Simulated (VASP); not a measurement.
# MgO (P4/mmm) in VASP: single point with HSE06

Aim: the single point of MgO with HSE06.

Everything below comes from runs of VASP 6.6.1. Logs are shortened: lines on timing, memory, paths and dates and some standing lists are left out, and cuts for length are marked.

### 1 The cell of the first run

Symmetry: P4/mmm, No. 123, tetragonal system. Conventional cell: a = 2.623 Å, b = 2.623 Å, c = 2.774 Å, α = 90.00°, β = 90.00°, γ = 90.00°. Within 3.1 Å of Mg (site symmetry 4/mmm) lie 8 O at 2.32 Å and 6 Mg at 2.62 to 2.77 Å. O (site symmetry 4/mmm) has 8 Mg at 2.32 Å and 6 O at 2.62 to 2.77 Å within 3.1 Å.

### 2 Single point, HSE06 (uniaxial z strain +5.7%)

POSCAR

```
MgO
1.0
    2.6233491278      0.0000000000      0.0000000000
    0.0000000000      2.6233491278      0.0000000000
    0.0000000000      0.0000000000      2.7736670328
Mg O
1 1
Direct
    0.0000000000      0.0000000000      0.0000000000
    0.5000000000      0.5000000000      0.5000000000
```

INCAR.step1

```
SYSTEM = MgO
ALGO = Normal ; EDIFF = 1E-5
ENCUT = 520 ; GGA = PE
ISIF = 2 ; ISMEAR = 0
LASPH = .True. ; LCHARG = .False.
LREAL = .False. ; LWAVE = .True.
NBANDS = 11 ; NELM = 60
PREC = Accurate ; SIGMA = 0.01
```

INCAR.step2

```
SYSTEM = MgO
ALGO = Normal ; EDIFF = 1E-7
ENCUT = 520 ; GGA = PE
HFSCREEN = 0.2079 ; ISIF = 2
ISMEAR = 0 ; ISTART = 1
LASPH = .True. ; LCHARG = .False.
LHFCALC = .True. ; LREAL = .False.
LWAVE = .False. ; NBANDS = 11
NELM = 60 ; PREC = Accurate
PRECFOCK = Normal ; SIGMA = 0.01
```

KPOINTS

```
k-points
0
Gamma
  6 6 6
  0 0 0
```

Potentials or basis: VASP PAW PBE potentials, release 64 (Mg, O).

Run with:

```sh
$ cat potpaw_PBE.64/Mg/POTCAR potpaw_PBE.64/O/POTCAR > POTCAR
$ cp INCAR.step1 INCAR
$ mpirun -np 1 vasp_std > vasp.out
$ cp INCAR.step2 INCAR
$ mpirun -np 1 vasp_std > vasp.out
```

OUTCAR:

```text
SYSTEM = MgO
   EDIFF = 1E-7
   ENCUT = 520
   GGA = PE
   HFSCREEN = 0.2079
   ISIF = 2
   ISMEAR = 0
   ISTART = 1
   LASPH = .True.
   LHFCALC = .True.
   LREAL = .False.
   NELM = 60
   PREC = Accurate
   PRECFOCK = Normal

 ion  position               nearest neighbor table
   1  0.000  0.000  0.000-   2 2.32   2 2.32   2 2.32   2 2.32   2 2.32   2 2.32   2 2.32   2 2.32

   2  0.500  0.500  0.500-   1 2.32   1 2.32   1 2.32   1 2.32   1 2.32   1 2.32   1 2.32   1 2.32

  LATTYP: Found a simple tetragonal cell.
 ALAT       =     2.6233491278
 C/A-ratio  =     1.0573000000

  Lattice vectors:

 A1 = (   2.6233491278,   0.0000000000,   0.0000000000)
 A2 = (   0.0000000000,   2.6233491278,   0.0000000000)
 A3 = (   0.0000000000,   0.0000000000,   2.7736670328)

Analysis of symmetry for initial positions (statically):
=====================================================================
 Subroutine PRICEL returns:
 Original cell was already a primitive cell.

 Routine SETGRP: Setting up the symmetry group for a
 simple tetragonal supercell.

 Subroutine GETGRP returns: Found 16 space group operations
 (whereof 16 operations were pure point group operations)
 out of a pool of 16 trial point group operations.

The static configuration has the point symmetry D_4h.

Analysis of symmetry for dynamics (positions and initial velocities):
=====================================================================
 Subroutine PRICEL returns:
 Original cell was already a primitive cell.

 Routine SETGRP: Setting up the symmetry group for a
 simple tetragonal supercell.

 Subroutine GETGRP returns: Found 16 space group operations
 (whereof 16 operations were pure point group operations)
 out of a pool of 16 trial point group operations.

The dynamic configuration has the point symmetry D_4h.

 Subroutine INISYM returns: Found 16 space group operations
 (whereof 16 operations are pure point group operations),
 and found     1 'primitive' translations

----------------------------------------------------------------------------------------

                                     Primitive cell

  volume of cell :      19.0883

  direct lattice vectors                    reciprocal lattice vectors
     2.623349128  0.000000000  0.000000000     0.381192114  0.000000000  0.000000000
     0.000000000  2.623349128  0.000000000     0.000000000  0.381192114  0.000000000
     0.000000000  0.000000000  2.773667033     0.000000000  0.000000000  0.360533542

  length of vectors
     2.623349128  2.623349128  2.773667033     0.381192114  0.381192114  0.360533542

  position of ions in fractional coordinates (direct lattice)
     0.000000000  0.000000000  0.000000000
     0.500000000  0.500000000  0.500000000

  ion indices of the primitive-cell ions
   primitive index   ion index
                 1           1
                 2           2

----------------------------------------------------------------------------------------

 KPOINTS: k-points

Automatic generation of k-mesh.
 Grid dimensions read from file:
 generate k-points for:    6    6    6

 Generating k-lattice:

  Cartesian coordinates                     Fractional coordinates (reciprocal lattice)
     0.063532019  0.000000000  0.000000000     0.166666667  0.000000000  0.000000000
     0.000000000  0.063532019  0.000000000     0.000000000  0.166666667  0.000000000
     0.000000000  0.000000000  0.060088924     0.000000000  0.000000000  0.166666667

  Length of vectors
     0.063532019  0.063532019  0.060088924

  Shift w.r.t. Gamma in fractional coordinates (k-lattice)
     0.000000000  0.000000000  0.000000000

 Subroutine IBZKPT returns following result:
 ===========================================

 Found     40 irreducible k-points:

 Following reciprocal coordinates:
            Coordinates               Weight
  0.000000  0.000000  0.000000      1.000000
  0.166667  0.000000  0.000000      4.000000
  0.333333  0.000000  0.000000      4.000000
  0.500000  0.000000  0.000000      2.000000
  0.166667  0.166667  0.000000      4.000000
  0.333333  0.166667  0.000000      8.000000
[... 16 lines left out ...]
  0.333333  0.000000  0.333333      8.000000
  0.500000  0.000000  0.333333      4.000000
 [... further k-points ...]
   k-points           NKPTS =     40   k-points in BZ     NKDIM =    216   number of bands    NBANDS=     11
   number of dos      NEDOS =    301   number of ions     NIONS =      2
   total plane-waves  NPLWV =   9600
   dimension x,y,z NGX =    20 NGY =   20 NGZ =   24
   dimension x,y,z NGXF=    40 NGYF=   40 NGZF=   48
   ions per type =               1   1
   NGX,Y,Z   is equivalent  to a cutoff of  12.67, 12.67, 14.38 a.u.
   NGXF,Y,Z  is equivalent  to a cutoff of  25.35, 25.35, 28.77 a.u.
 SYSTEM =  MgO
   PREC   = accura    normal or accurate (medium, high low for compatibility)
   ISTART =      1    job   : 0-new  1-cont  2-samecut
   ICHARG =      0    charge: 1-file 2-atom 10-const
   ISPIN  =      1    spin polarized calculation?
   LNONCOLLINEAR =      F non collinear calculations
   LSORBIT =      F    spin-orbit coupling
   LASPH  =      T    aspherical Exc in radial PAW
   ENCUT  =  520.0 eV  38.22 Ry    6.18 a.u.   4.88  4.88  5.16*2*pi/ulx,y,z
   NELM   =     60;   NELMIN=  2; NELMDL=  0     # of ELM steps
   EDIFF  = 0.1E-06   stopping-criterion for ELM
   LREAL  =      F    real-space projection
   EDIFFG = 0.1E-05   stopping-criterion for IOM
   NSW    =      0    number of steps for IOM
   IBRION =     -1    ionic relax: 0-MD 1-quasi-New 2-CG
   NFREE  =      0    steps in history (QN), initial steepest desc. (CG)
   ISIF   =      2    stress and relaxation
   ISYM   =      3    0-nonsym 1-usesym 2-fastsym
   POTIM  = 0.5000    time-step for ionic-motion
   TEBEG  =    0.0;   TEEND  =   0.0 temperature during run
   PSTRESS=    0.0 pullay stress
   NELECT =       8.0000    total number of electrons
   NUPDOWN=      -1.0000    fix difference up-down
   EMIN   =  10.00;   EMAX   =-10.00  energy-range for DOS
   EFERMI =   0.00;   METHOD = LEGACY
   ISMEAR =     0;   SIGMA  =   0.01  broadening in eV -4-tet -1-fermi 0-gaus
   EFERMI_NEDOS =   21; number of points for ismear=-14 and -15
   IALGO  =     38    algorithm
   IMIX   =      1    mixing-type and parameters
     AMIX     =   0.40;   BMIX     =  1.00
     AMIX_MAG =   1.60;   BMIX_MAG =  1.00
  volume/ion in A,a.u.               =       9.54        64.41
  Fermi-wavevector in a.u.,A,eV,Ry     =   1.225131  2.315163 20.421622  1.500947
  Thomas-Fermi vector in A             =   2.360181
   LORBIT       =      0    0 simple, 1 ext, 2 COOP (PROOUT), +10 PAW based schemes
   GGA     = PE    functional components
   LHFCALC =     T    Hartree Fock is set to
   PRECFOCK=normal    Normal, Fast or Accurate (Low or Medium for compatibility)
   ENCUT4O =  -1.0   cutoff for four orbital integrals eV
   NKREDX  =     1    reduce k-point grid by
   NKREDY  =     1    reduce k-point grid by
   NKREDZ  =     1    reduce k-point grid by
   AEXX    =    0.2500 exact exchange contribution
   HFSCREEN=    0.2079 screening length (either q_TF or 0.3 A-1)
   HFSCREENC=   0.2079 screening length for correlation (either q_TF or 0.3 A-1)
   ENCUTFOCK=  -1.0 apply spherical cutoff to Coloumb kernel
   IVDW    =     0    specifies the selected vdW correction
   LEPSILON=     F    determine dielectric tensor
   LRPA    =     F    only Hartree local field effects (RPA)
 non-spin polarized calculation
 Gauss-broadening in eV      SIGMA  =   0.01
  energy-cutoff  :      520.00
  volume of cell :       19.09
 maximum number of plane-waves:       528
 NGX is ok and might be reduce to    20
  NGX = 16; NGY = 16; NGZ = 16

 number of electron       7.9999998 magnetization

 Free energy of the ion-electron system (eV)
  ---------------------------------------------------
  ext. energy  EPLUGINS =         0.00000000
  ---------------------------------------------------
  free energy    TOTEN  =       -12.49301498 eV

  energy without entropy =      -12.49301498  energy(sigma->0) =      -12.49301498

 E-fermi :   3.7823     XC(G=0):  -9.1196

 val. band max:        3.7284451108   @ k =   0.5000   0.0000   0.5000
 cond. band min:       7.0053614646   @ k =   0.0000   0.0000   0.0000
 fundamental gap:      3.2769163538
 Fermi energy:         3.7822563553

 k-point     1 :       0.0000    0.0000    0.0000
  band No.  band energies     occupation
      1     -16.3376      2.00000
      2       1.9970      2.00000
      3       2.7876      2.00000
      4       2.7876      2.00000
      5       7.0054      0.00000
      6      15.1850      0.00000
      7      16.0867      0.00000
      8      24.3631      0.00000
      9      25.8624      0.00000
     10      25.8624      0.00000
     11      31.9597      0.00000

 k-point     2 :       0.1667    0.0000    0.0000
  band No.  band energies     occupation
      1     -16.0617      2.00000
      2       0.8171      2.00000
      3       2.1341      2.00000
      4       2.9051      2.00000
      5       8.3199      0.00000
      6      15.8858      0.00000
      7      16.4027      0.00000
      8      23.7935      0.00000
      9      25.5492      0.00000
     10      26.4996      0.00000
     11      29.9062      0.00000

 k-point     3 :       0.3333    0.0000    0.0000
  band No.  band energies     occupation
      1     -15.4361      2.00000
      2      -1.8762      2.00000
      3       2.4247      2.00000
      4       3.1518      2.00000
      5      10.2455      0.00000
      6      15.6670      0.00000
      7      17.8017      0.00000
      8      22.4383      0.00000
      9      24.6665      0.00000
     10      25.6477      0.00000
     11      28.3563      0.00000
[... 267 lines left out ...]
 k-point    23 :       0.3333    0.0000    0.3333
  band No.  band energies     occupation
      1     -14.8642      2.00000
      2      -1.2603      2.00000
      3      -0.6156      2.00000
      4       3.4637      2.00000
      5      11.6188      0.00000
      6      14.7542      0.00000
      7      17.2435      0.00000
      8      21.9767      0.00000
      9      24.7190      0.00000
     10      26.2455      0.00000
     11      26.6529      0.00000

 k-point    24 :       0.5000    0.0000    0.3333
  band No.  band energies     occupation
      1     -14.5723      2.00000
      2      -1.8866      2.00000
      3      -0.4897      2.00000
      4       3.6118      2.00000
      5      10.7764      0.00000
      6      15.1421      0.00000
      7      17.8159      0.00000
      8      20.6070      0.00000
      9      24.9163      0.00000
     10      25.5125      0.00000
     11      28.9754      0.00000

 [... further k-points ...]
[... 5 lines left out ...]
  --------------------------------------------------------------------------------------
  -------------------------------------------------------------------------------------
  Total        0.3759497      0.3759497     -3.8112884      0.0000000      0.0000000     -0.0000000
  in kB       31.5554095     31.5554095   -319.9012125      0.0000000      0.0000000     -0.0000000
  external PRESSURE =     -85.5967978 kB  Pullay stress =       0.0000000 kB

 VOLUME and BASIS-vectors are now :
 -----------------------------------------------------------------------------
  energy-cutoff  :      520.00
  volume of cell :       19.09
      direct lattice vectors                 reciprocal lattice vectors
     2.623349128  0.000000000  0.000000000     0.381192114  0.000000000  0.000000000
     0.000000000  2.623349128  0.000000000     0.000000000  0.381192114  0.000000000
     0.000000000  0.000000000  2.773667033     0.000000000  0.000000000  0.360533542

 POSITION                                       TOTAL-FORCE (eV/Angst)
 -----------------------------------------------------------------------------------
      0.00000      0.00000      0.00000         0.000000      0.000000      0.000000
      1.31167      1.31167      1.38683         0.000000      0.000000      0.000000
 -----------------------------------------------------------------------------------
    total drift:                               -0.000307     -0.000565      0.000122

  FREE ENERGIE OF THE ION-ELECTRON SYSTEM (eV)
  ---------------------------------------------------
  free  energy   TOTEN  =       -12.4930149807 eV

  energy  without entropy=      -12.4930149807  energy(sigma->0) =      -12.49301498
```

It took 13 min on 1 thread of Intel Xeon Platinum 8488C (Sapphire Rapids), shared host; peak memory 0.23 GiB.

What came out:

```yaml
Free_energy: -12.4930 eV
Pressure: -8.6 GPa
Band_gap_on_the_k_mesh: 3.28 eV (least direct gap 4.22 eV)
```

Stress tensor (GPa, compression positive):
```
  3.16   0.00   0.00
  0.00   3.16   0.00
  0.00   0.00 -31.99
```

Levels at points of the mesh, in eV from the valence-band top:
```
           k point  band 1  band 2  band 3  band 4  band 5  band 6  band 7  band 8
(0.00, 0.00, 0.00)  -20.07   -1.73   -0.94   -0.94    3.28   11.46   12.36   20.63
(0.50, 0.00, 0.00)  -18.80   -6.75   -1.15   -0.45    7.81   10.84   16.07   17.99
(0.50, 0.50, 0.00)  -17.88   -4.87   -4.87   -0.46    6.71   13.36   13.36   13.65
(0.00, 0.00, 0.50)  -19.06   -7.04   -0.59   -0.59    8.55   10.39   15.91   19.25
(0.50, 0.00, 0.50)  -18.11   -5.14   -5.02    0.00    5.84   13.17   14.17   15.16
(0.50, 0.50, 0.50)  -17.23   -3.92   -3.92   -3.76    8.56    8.56    9.06   17.28
```

Caveat: the cell differs from its parent crystal (uniaxial z strain +5.7%); the stress differs along the axes, from -32 to 3 GPa; the structure was generated, so it needn't be the stable form of MgO; the PAW data sets were made with another functional, which shifts forces and pressure a little. A k mesh can miss the band edges.
